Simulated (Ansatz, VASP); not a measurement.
# GaAs: VASP beside Ansatz

```
CELL_PARAMETERS angstrom
0.00000 2.87299 2.87299
2.87299 0.00000 2.87299
2.87299 2.87299 0.00000
ATOMIC_POSITIONS crystal
Ga 0.00000 0.00000 0.00000
As 0.25000 0.25000 0.25000
```

Alike in both runs: functional PBE; k mesh 10 × 10 × 10; occupations gaussian, width 0.05 eV; no spin polarisation.

Ansatz relaxed the structure, and its values are those at the end. VASP's run is a single point on that final structure, the one shown.

```csv
,VASP,Ansatz
version,VASP 6.6.1,Ansatz 0.2.0
potentials or method,"VASP PAW PBE potentials, release 64 (Ga_d, As), cutoff 520 eV","scalar-relativistic, plane waves, PAW"
valence electrons in the cell,18,28
```

Ansatz gave:

* gap on the k mesh at the Fermi level (eV): 0.16
* least direct gap on the mesh (eV): 0.16
* pressure (GPa): 0.0

What did VASP give for the same quantities?

gap on the k mesh at the Fermi level (eV): 0.16; least direct gap on the mesh (eV): 0.16; pressure (GPa): 0.1.

VASP's potentials hold 18 valence electrons a cell and Ansatz's 28, so a difference there can come from the potentials and not from the codes.
